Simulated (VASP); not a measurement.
# NiO (Pm-3m) in VASP: further runs

The runs below take NiO through single point, relaxation of cell and atoms, with PBE, PBE+D3(BJ), PBE+D4.

Program: VASP 6.6.1. These are calculated values, not measurements. Logs are shortened: lines on timing, memory, paths and dates and some standing lists are left out, and cuts for length are marked.

### 1 The cell of the first run

Symmetry: Pm-3m, No. 221, cubic system. Conventional cell: a = 2.612 Å, b = 2.612 Å, c = 2.612 Å, α = 90.00°, β = 90.00°, γ = 90.00°. Ni (site symmetry m-3m) has 8 O at 2.26 Å and 6 Ni at 2.61 Å within 3.0 Å. Within 3.0 Å of O (site symmetry m-3m) lie 8 Ni at 2.26 Å and 6 O at 2.61 Å.

### 2 Single point, PBE, collinear spin, ferromagnetic start

The input, INCAR:

```
SYSTEM = NiO
  PREC = Accurate
  ENCUT = 520
  EDIFF = 1E-6
  ISMEAR = -1
  SIGMA = 0.05
  LREAL = .FALSE.
  LASPH = .TRUE.
  NELM = 150
  ALGO = Normal
  ISIF = 2
  LWAVE = .FALSE.
  LCHARG = .FALSE.
  ISPIN = 2
  MAGMOM = 1 0
  LORBIT = 11
  LMAXMIX = 4
  GGA = PE
  NBANDS = 19
```

The input, KPOINTS:

```
regular mesh
0
G
  11 11 11
  0 0 0
```

The input, POSCAR:

```
NiO
1.0
    2.6121937702      0.0000000000      0.0000000000
    0.0000000000      2.6121937702      0.0000000000
    0.0000000000      0.0000000000      2.6121937702
Ni O
1 1
Direct
    0.0000000000      0.0000000000      0.0000000000
    0.5000000000      0.5000000000      0.5000000000
```

Potentials or basis: VASP PAW PBE potentials, release 64 (Ni, O).

On the command line:

```console
cat potpaw_PBE.64/Ni/POTCAR potpaw_PBE.64/O/POTCAR > POTCAR
mpirun -np 1 vasp_std > vasp.out
```

OUTCAR:

```text
SYSTEM = NiO
   PREC = Accurate
   ENCUT = 520
   EDIFF = 1E-6
   ISMEAR = -1
   LREAL = .FALSE.
   LASPH = .TRUE.
   NELM = 150
   ISIF = 2
   ISPIN = 2
   LORBIT = 11
   GGA = PE

 ion  position               nearest neighbor table
   1  0.000  0.000  0.000-   2 2.26   2 2.26   2 2.26   2 2.26   2 2.26   2 2.26   2 2.26   2 2.26

   2  0.500  0.500  0.500-   1 2.26   1 2.26   1 2.26   1 2.26   1 2.26   1 2.26   1 2.26   1 2.26

  LATTYP: Found a simple cubic cell.
 ALAT       =     2.6121937702

  Lattice vectors:

 A1 = (   2.6121937702,   0.0000000000,   0.0000000000)
 A2 = (   0.0000000000,   2.6121937702,   0.0000000000)
 A3 = (   0.0000000000,   0.0000000000,   2.6121937702)

Analysis of symmetry for initial positions (statically):
=====================================================================
 Subroutine PRICEL returns:
 Original cell was already a primitive cell.

 Routine SETGRP: Setting up the symmetry group for a
 simple cubic supercell.

 Subroutine GETGRP returns: Found 48 space group operations
 (whereof 48 operations were pure point group operations)
 out of a pool of 48 trial point group operations.

The static configuration has the point symmetry O_h .

Analysis of symmetry for dynamics (positions and initial velocities):
=====================================================================
 Subroutine PRICEL returns:
 Original cell was already a primitive cell.

 Routine SETGRP: Setting up the symmetry group for a
 simple cubic supercell.

 Subroutine GETGRP returns: Found 48 space group operations
 (whereof 48 operations were pure point group operations)
 out of a pool of 48 trial point group operations.

The dynamic configuration has the point symmetry O_h .

Analysis of structural, dynamic, and magnetic symmetry:
=====================================================================
 Subroutine PRICEL returns:
 Original cell was already a primitive cell.

 Routine SETGRP: Setting up the symmetry group for a
 simple cubic supercell.

 Subroutine GETGRP returns: Found 48 space group operations
 (whereof 48 operations were pure point group operations)
 out of a pool of 48 trial point group operations.

The overall configuration has the point symmetry O_h .

 Subroutine INISYM returns: Found 48 space group operations
 (whereof 48 operations are pure point group operations),
 and found     1 'primitive' translations

----------------------------------------------------------------------------------------

                                     Primitive cell

  volume of cell :      17.8245

  direct lattice vectors                    reciprocal lattice vectors
     2.612193770  0.000000000  0.000000000     0.382819993  0.000000000  0.000000000
     0.000000000  2.612193770  0.000000000     0.000000000  0.382819993  0.000000000
     0.000000000  0.000000000  2.612193770     0.000000000  0.000000000  0.382819993

  length of vectors
     2.612193770  2.612193770  2.612193770     0.382819993  0.382819993  0.382819993

  position of ions in fractional coordinates (direct lattice)
[... 8 lines left out ...]
----------------------------------------------------------------------------------------

 KPOINTS: regular mesh

Automatic generation of k-mesh.
 Grid dimensions read from file:
 generate k-points for:   11   11   11

 Generating k-lattice:

  Cartesian coordinates                     Fractional coordinates (reciprocal lattice)
     0.034801818  0.000000000  0.000000000     0.090909091  0.000000000  0.000000000
     0.000000000  0.034801818  0.000000000     0.000000000  0.090909091  0.000000000
     0.000000000  0.000000000  0.034801818     0.000000000  0.000000000  0.090909091

  Length of vectors
     0.034801818  0.034801818  0.034801818

  Shift w.r.t. Gamma in fractional coordinates (k-lattice)
     0.000000000  0.000000000  0.000000000

 Subroutine IBZKPT returns following result:
 ===========================================

 Found     56 irreducible k-points:

 Following reciprocal coordinates:
            Coordinates               Weight
  0.000000  0.000000  0.000000      1.000000
  0.090909  0.000000  0.000000      6.000000
  0.181818  0.000000  0.000000      6.000000
  0.272727  0.000000  0.000000      6.000000
  0.363636  0.000000  0.000000      6.000000
  0.454545  0.000000  0.000000      6.000000
[... 16 lines left out ...]
  0.181818  0.090909  0.090909     24.000000
  0.272727  0.090909  0.090909     24.000000
 [... further k-points ...]
   k-points           NKPTS =     56   k-points in BZ     NKDIM =     56   number of bands    NBANDS=     19
   number of dos      NEDOS =    301   number of ions     NIONS =      2
   total plane-waves  NPLWV =   8000
   dimension x,y,z NGX =    20 NGY =   20 NGZ =   20
   dimension x,y,z NGXF=    40 NGYF=   40 NGZF=   40
   ions per type =               1   1
   NGX,Y,Z   is equivalent  to a cutoff of  12.73, 12.73, 12.73 a.u.
   NGXF,Y,Z  is equivalent  to a cutoff of  25.46, 25.46, 25.46 a.u.
 SYSTEM =  NiO
   PREC   = accura    normal or accurate (medium, high low for compatibility)
   ISTART =      0    job   : 0-new  1-cont  2-samecut
   ICHARG =      2    charge: 1-file 2-atom 10-const
   ISPIN  =      2    spin polarized calculation?
   LNONCOLLINEAR =      F non collinear calculations
   LSORBIT =      F    spin-orbit coupling
   LASPH  =      T    aspherical Exc in radial PAW
   ENCUT  =  520.0 eV  38.22 Ry    6.18 a.u.   4.86  4.86  4.86*2*pi/ulx,y,z
   NELM   =    150;   NELMIN=  2; NELMDL= -5     # of ELM steps
   EDIFF  = 0.1E-05   stopping-criterion for ELM
   LREAL  =      F    real-space projection
   EDIFFG = 0.1E-04   stopping-criterion for IOM
   NSW    =      0    number of steps for IOM
   IBRION =     -1    ionic relax: 0-MD 1-quasi-New 2-CG
   NFREE  =      0    steps in history (QN), initial steepest desc. (CG)
   ISIF   =      2    stress and relaxation
   ISYM   =      2    0-nonsym 1-usesym 2-fastsym
   POTIM  = 0.5000    time-step for ionic-motion
   TEBEG  =    0.0;   TEEND  =   0.0 temperature during run
   PSTRESS=    0.0 pullay stress
   NELECT =      16.0000    total number of electrons
   NUPDOWN=      -1.0000    fix difference up-down
   EMIN   =  10.00;   EMAX   =-10.00  energy-range for DOS
   EFERMI =   0.00;   METHOD = LEGACY
   ISMEAR =    -1;   SIGMA  =   0.05  broadening in eV -4-tet -1-fermi 0-gaus
   EFERMI_NEDOS =   21; number of points for ismear=-14 and -15
   IALGO  =     38    algorithm
   IMIX   =      4    mixing-type and parameters
     AMIX     =   0.40;   BMIX     =  1.00
     AMIX_MAG =   1.60;   BMIX_MAG =  1.00
  volume/ion in A,a.u.               =       8.91        60.14
  Fermi-wavevector in a.u.,A,eV,Ry     =   1.579220  2.984294 33.932078  2.493937
  Thomas-Fermi vector in A             =   2.679633
   LORBIT       =     11    0 simple, 1 ext, 2 COOP (PROOUT), +10 PAW based schemes
   GGA     = PE    functional components
   LHFCALC =     F    Hartree Fock is set to
   AEXX    =    0.0000 exact exchange contribution
   IVDW    =     0    specifies the selected vdW correction
   LEPSILON=     F    determine dielectric tensor
   LRPA    =     F    only Hartree local field effects (RPA)
 spin polarized calculation
  energy-cutoff  :      520.00
  volume of cell :       17.82
 maximum number of plane-waves:       491
 NGX is ok and might be reduce to    20
   NGX =  9   NGY =  9   NGZ =  9

 number of electron      16.0000005 magnetization       1.9552232

 Free energy of the ion-electron system (eV)
  ---------------------------------------------------
  ext. energy  EPLUGINS =         0.00000000
  ---------------------------------------------------
  free energy    TOTEN  =       -10.49445333 eV

  energy without entropy =      -10.47473556  energy(sigma->0) =      -10.48459445

 E-fermi :   7.7639     XC(G=0): -12.9599

 val. band max:        7.7592833588   @ k =   0.0909   0.0000   0.0000
 cond. band min:       7.7710667277   @ k =   0.4545   0.1818   0.0000
 fundamental gap:      0.0117833688
 Fermi energy:         7.7639086585

 spin component 1

 k-point     1 :       0.0000    0.0000    0.0000
  band No.  band energies     occupation
      1     -12.3245      1.00000
      2       4.1421      1.00000
      3       4.1421      1.00000
      4       5.1960      1.00000
      5       5.1960      1.00000
      6       5.1960      1.00000
[... 11 lines left out ...]
     18      40.5688      0.00000
     19      41.6783      0.00000
[... 485 lines left out ...]
 k-point    24 :       0.2727    0.0909    0.0909
  band No.  band energies     occupation
      1     -11.5515      1.00000
      2       1.4465      1.00000
      3       3.7328      1.00000
      4       4.0272      1.00000
      5       4.6204      1.00000
      6       5.6977      1.00000
[... 11 lines left out ...]
     18      38.4927      0.00000
     19      42.5272      0.00000

 [... further k-points ...]

 spin component 2

 k-point     1 :       0.0000    0.0000    0.0000
  band No.  band energies     occupation
      1     -11.5628      1.00000
      2       5.2450      1.00000
      3       5.2450      1.00000
      4       6.0956      1.00000
      5       6.0956      1.00000
      6       6.0956      1.00000
[... 11 lines left out ...]
     18      40.4989      0.00000
     19      42.0153      0.00000
[... 485 lines left out ...]
 k-point    24 :       0.2727    0.0909    0.0909
  band No.  band energies     occupation
      1     -10.7316      1.00000
      2       2.0736      1.00000
      3       4.7727      1.00000
      4       5.0318      1.00000
      5       5.8290      1.00000
      6       7.0292      1.00000
[... 11 lines left out ...]
     18      38.6619      0.00000
     19      42.7441      0.00000

 [... further k-points ...]

------------------------ aborting loop because EDIFF is reached ----------------------------------------

  FORCE on cell =-STRESS in cart. coord.  units (eV):
  Direction    XX          YY          ZZ          XY          YZ          ZX
  --------------------------------------------------------------------------------------
  -------------------------------------------------------------------------------------
  Total       -0.0147832     -0.0147832     -0.0147832      0.0000000     -0.0000000      0.0000000
  in kB       -1.3288108     -1.3288108     -1.3288108      0.0000000     -0.0000000      0.0000000
  external PRESSURE =      -1.3288108 kB  Pullay stress =       0.0000000 kB

 VOLUME and BASIS-vectors are now :
 -----------------------------------------------------------------------------
  energy-cutoff  :      520.00
  volume of cell :       17.82
      direct lattice vectors                 reciprocal lattice vectors
     2.612193770  0.000000000  0.000000000     0.382819993  0.000000000  0.000000000
     0.000000000  2.612193770  0.000000000     0.000000000  0.382819993  0.000000000
     0.000000000  0.000000000  2.612193770     0.000000000  0.000000000  0.382819993

 POSITION                                       TOTAL-FORCE (eV/Angst)
 -----------------------------------------------------------------------------------
      0.00000      0.00000      0.00000         0.000000      0.000000      0.000000
      1.30610      1.30610      1.30610         0.000000      0.000000      0.000000
 -----------------------------------------------------------------------------------
    total drift:                                0.000000      0.000000      0.000000

  FREE ENERGIE OF THE ION-ELECTRON SYSTEM (eV)
  ---------------------------------------------------
  free  energy   TOTEN  =       -10.4944533288 eV

  energy  without entropy=      -10.4747355615  energy(sigma->0) =      -10.48459445

 total charge

# of ion       s       p       d       tot
------------------------------------------
    1        0.311   0.353   8.250   8.915
    2        1.595   3.290   0.000   4.885
--------------------------------------------------
tot          1.906   3.643   8.250  13.800

 magnetization (x)

# of ion       s       p       d       tot
------------------------------------------
    1       -0.013  -0.008   1.425   1.404
    2        0.009   0.498   0.000   0.507
--------------------------------------------------
tot         -0.004   0.490   1.425   1.911
```

It took 36 s on 1 thread of Intel Xeon Platinum 8259CL at 2.50GHz (Skylake/Cascade Lake), shared host; peak memory 0.15 GiB.

Results:

| Item | Value |
| --- | --- |
| Free energy | -10.4945 eV |
| Pressure | -0.1 GPa |
| Net moment | 1.96 μB per cell |
| Site moments | Ni +1.40; O +0.51 μB |
| Valence electrons inside the program's atomic spheres | Ni 8.91; O 4.88 |

Levels at points of the mesh, in eV from the Fermi level:
Spin up:
| k point | band 5 | band 6 | band 7 | band 8 | band 9 | band 10 | band 11 | band 12 | band 13 | band 14 |
| --- | --- | --- | --- | --- | --- | --- | --- | --- | --- | --- |
| (0.00, 0.00, 0.00) | -2.57 | -2.57 | -1.86 | -1.86 | -1.86 | 0.89 | 15.84 | 15.84 | 20.13 | 20.13 |
Spin down:
| k point | band 3 | band 4 | band 5 | band 6 | band 7 | band 8 | band 9 | band 10 | band 11 | band 12 |
| --- | --- | --- | --- | --- | --- | --- | --- | --- | --- | --- |
| (0.00, 0.00, 0.00) | -2.52 | -1.67 | -1.67 | -1.67 | -0.19 | -0.19 | -0.19 | 1.32 | 16.11 | 16.11 |

Caveat: a cell with one magnetic atom can't hold antiferromagnetic order, which such compounds often take; semilocal functionals often make such compounds metallic where correlation or magnetic order opens a gap, which also shifts bond lengths. With open d or f shells a metallic result of PBE can be an artefact of self-interaction; +U or a hybrid may open a gap.

### 3 Single point, PBE+D3(BJ), collinear spin, ferromagnetic start

This run uses another cell than the first one, of 8.83 Å³/atom, 0.991 times its volume.

The input, INCAR:

```
ALGO = Normal
EDIFF = 1E-6
ENCUT = 520
GGA = PE
ISIF = 2
ISMEAR = -1
ISPIN = 2
IVDW = 12
LASPH = T
LCHARG = T
LELF = T
LMAXMIX = 4
LORBIT = 11
LREAL = F
LVHAR = T
LWAVE = F
MAGMOM = 1 0
NBANDS = 19
NELM = 150
PREC = Accurate
SIGMA = 0.05
```

The input, KPOINTS:

```
k-points
0
Gamma
  11 11 11
```

The input, POSCAR:

```
NiO
1.0
    2.6039472497      0.0000000000      0.0000000000
    0.0000000000      2.6039472497      0.0000000000
    0.0000000000      0.0000000000      2.6039472497
Ni O
1 1
Direct
    0.0000000000      0.0000000000      0.0000000000
    0.5000000000      0.5000000000      0.5000000000
```

Potentials or basis: VASP PAW PBE potentials, release 64 (Ni, O).

On the command line:

```console
cat potpaw_PBE.64/Ni/POTCAR potpaw_PBE.64/O/POTCAR > POTCAR
mpirun -np 1 vasp_std > vasp.out
```

It took 40 s on 1 thread of Intel Xeon Platinum 8259CL at 2.50GHz (Skylake/Cascade Lake), shared host; peak memory 0.16 GiB.

It converged, with:

```yaml
Free_energy: -11.0358 eV
Pressure: -0.8 GPa
Net_moment: 1.94 μB per cell
Site_moments: Ni +1.40; O +0.50 μB
Valence_electrons_inside_the_program's_atomic_spheres: Ni 8.93; O 4.89
Dispersion_energy_per_atom: -0.271 eV
```

Levels at points of the mesh, in eV from the Fermi level:
Spin up:
| k point | band 7 | band 8 | band 9 | band 10 | band 11 | band 12 |
| --- | --- | --- | --- | --- | --- | --- |
| (0.00, 0.00, 0.00) | -1.86 | -1.86 | -1.86 | 0.94 | 15.90 | 15.90 |
Spin down:
| k point | band 4 | band 5 | band 6 | band 7 | band 8 | band 9 | band 10 | band 11 |
| --- | --- | --- | --- | --- | --- | --- | --- | --- |
| (0.00, 0.00, 0.00) | -1.71 | -1.71 | -1.71 | -0.20 | -0.20 | -0.20 | 1.38 | 16.16 |

Caveat: three body term missing; a cell with one magnetic atom can't hold antiferromagnetic order, which such compounds often take; semilocal functionals often make such compounds metallic where correlation or magnetic order opens a gap, which also shifts bond lengths; pairwise dispersion overbinds metals, which lowers pressure and volume. With open d or f shells a metallic result of PBE can be an artefact of self-interaction; +U or a hybrid may open a gap.

### 4 Relaxation of cell and atoms, PBE, collinear spin, ferromagnetic start

This run uses another cell than the first one, of 7.86 Å³/atom, 0.881 times its volume.

The input, INCAR:

```
SYSTEM = NiO
PREC = Accurate ; ENCUT = 600
EDIFF = 1E-7 ; ISMEAR = -1
SIGMA = 0.05 ; LREAL = .FALSE.
LASPH = .TRUE. ; NELM = 150
ALGO = Normal ; ISIF = 3
LWAVE = .FALSE. ; LCHARG = .FALSE.
ISPIN = 2 ; MAGMOM = 1 0
LORBIT = 11 ; LMAXMIX = 4
GGA = PE ; IBRION = 2
NSW = 60 ; EDIFFG = -0.01
```

The input, KPOINTS:

```
regular mesh
0
G
  11 11 11
  0 0 0
```

The input, POSCAR:

```
NiO
1.0
    2.5046153800      0.0000000000      0.0000000000
    0.0000000000      2.5046153800      0.0000000000
    0.0000000000      0.0000000000      2.5046153800
Ni O
1 1
Direct
    0.0000000000      0.0000000000      0.0000000000
    0.5000000000      0.5000000000      0.5000000000
```

On the command line:

```console
cat potpaw_PBE.64/Ni/POTCAR potpaw_PBE.64/O/POTCAR > POTCAR
mpirun -np 1 vasp_std > vasp.out
```

Run time: 1.9 min. Hardware: 1 thread of Intel Xeon Platinum 8259CL at 2.50GHz (Skylake/Cascade Lake), shared host; peak memory 0.15 GiB.

The run converged. Its results:

- Free energy: -10.4453 eV
- Relaxed volume: 8.62 Å³/atom
- Relaxed cell: a = 2.583 Å, b = 2.583 Å, c = 2.583 Å, α = 90.00°, β = 90.00°, γ = 90.00°
- Space group after relaxing (to 0.05 Å): Pm-3m (No. 221)
- Energy gained by relaxing: 53.3 meV/atom
- Ionic steps: 3
- Pressure after relaxing: -0.2 GPa
- Band gap on the k mesh: zero (filled and empty bands overlap)
- Net moment: 0.00 μB per cell
- Valence electrons inside the program's atomic spheres: Ni 9.02; O 4.87

Step by step:
```tsv
step	energy change (eV)	largest force (eV/Å)	pressure (GPa)	volume (Å³)
1	0.0000	0.0000	24.98	15.71
2	-0.0383	0.0000	-13.92	18.67
3	-0.1066	0.0000	-0.18	17.23
```

Final structure:
```xyz
2
Lattice="2.5829 0.0000 0.0000 0.0000 2.5829 0.0000 0.0000 0.0000 2.5829" Properties=species:S:1:pos:R:3 pbc="T T T"
Ni    0.0000    0.0000    0.0000
O     1.2915    1.2915    1.2915
```

Levels at points of the mesh, in eV from the Fermi level:
Spin up:
```
           k point  band 6  band 7  band 8  band 9  band 10  band 11
(0.00, 0.00, 0.00)   -2.62   -0.74   -0.74   -0.74     1.24    16.20
```
Spin down:
| k point | band 5 | band 6 | band 7 | band 8 | band 9 | band 10 | band 11 | band 12 |
| --- | --- | --- | --- | --- | --- | --- | --- | --- |
| (0.00, 0.00, 0.00) | -2.62 | -2.62 | -0.74 | -0.74 | -0.74 | 1.24 | 16.20 | 16.20 |

Caveat: semilocal functionals often make such compounds metallic where correlation or magnetic order opens a gap, which also shifts bond lengths.

[end of part 1 of 2]
